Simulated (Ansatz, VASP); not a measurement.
# AlN: VASP beside Ansatz

File INCAR:

```
SYSTEM = AlN
PREC     = Accurate       ! precision mode
ENCUT    = 520            ! plane-wave cutoff, eV
EDIFF    = 1E-7           ! SCF threshold, eV
ISMEAR   = -1             ! smearing method
SIGMA    = 0.02           ! smearing width, eV
LREAL    = .False.        ! projectors in reciprocal space
LASPH    = .True.         ! aspherical terms in the spheres
NELM     = 60             ! most SCF steps
ALGO     = Normal         ! electronic algorithm
ISIF     = 2              ! what is computed and relaxed
LWAVE    = .False.        ! write WAVECAR
LCHARG   = .False.        ! write CHGCAR
GGA      = PE             ! functional
NBANDS   = 11             ! bands
```

Contents of KPOINTS:

```
Automatic mesh
0
Gamma
  10 10 10
  0 0 0
```

POSCAR

```
AlN
1.0
    0.0000000000      2.0188684513      2.0188684513
    1.9583023977      0.0000000000      2.0188684513
    1.9583023977      2.0188684513      0.0000000000
Al N
1 1
Direct
    0.0000000000      0.0000000000      0.0000000000
    0.5000000000      0.5000000000      0.5000000000
```

Input for Ansatz:

```yaml
crystal:
  lattice:
    - [0.0, 2.0188684513, 2.0188684513]
    - [1.9583023977, 0.0, 2.0188684513]
    - [1.9583023977, 2.0188684513, 0.0]
  atoms:
    - { symbol: Al, position: [0.0, 0.0, 0.0] }
    - { symbol: "N", position: [0.5, 0.5, 0.5] }
kpoints:
  mp_grid: { grid: [10, 10, 10] }
  band_path:
    path:
      - [0.0, 0.0, 0.0]
      - [0.5, 0.0, 0.5]
      - [0.625, 0.25, 0.625]
      - [0.375, 0.375, 0.75]
      - [0.5, 0.5, 0.5]
      - [0.5, 0.25, 0.75]
    npoints: 1
hamiltonian:
  xc: pbe
scf:
  occupations: { method: fermi_dirac, width: 0.02 }
  n_extra_bands: 4
output:
  forces: true
  stress: true
  eigenvalues: true
```

Change from the starting cell: uniaxial_x strain -3.0%.

Alike in both runs: task single point; functional PBE; k mesh 10 × 10 × 10; occupations fermi-dirac, width 0.02 eV; no spin polarisation.

|  | VASP | Ansatz |
| --- | --- | --- |
| version | VASP 6.6.1 | Ansatz 0.2.0 |
| potentials or method | VASP PAW PBE potentials, release 64 (Al, N) | plane waves, PAW |
| plane-wave cutoff (eV) | 520 | 420 |
| valence electrons in the cell | 8 | 8 |

VASP gave:

- gap on the k mesh at the Fermi level (eV): 4.69
- pressure (GPa): 15.6
- traceless stress, the component that is largest in VASP (GPa): 7.52

Q: What did Ansatz give for the same quantities?

A: gap on the k mesh at the Fermi level (eV): 4.72; pressure (GPa): 15.9; traceless stress, the component that is largest in VASP (GPa): 7.54.
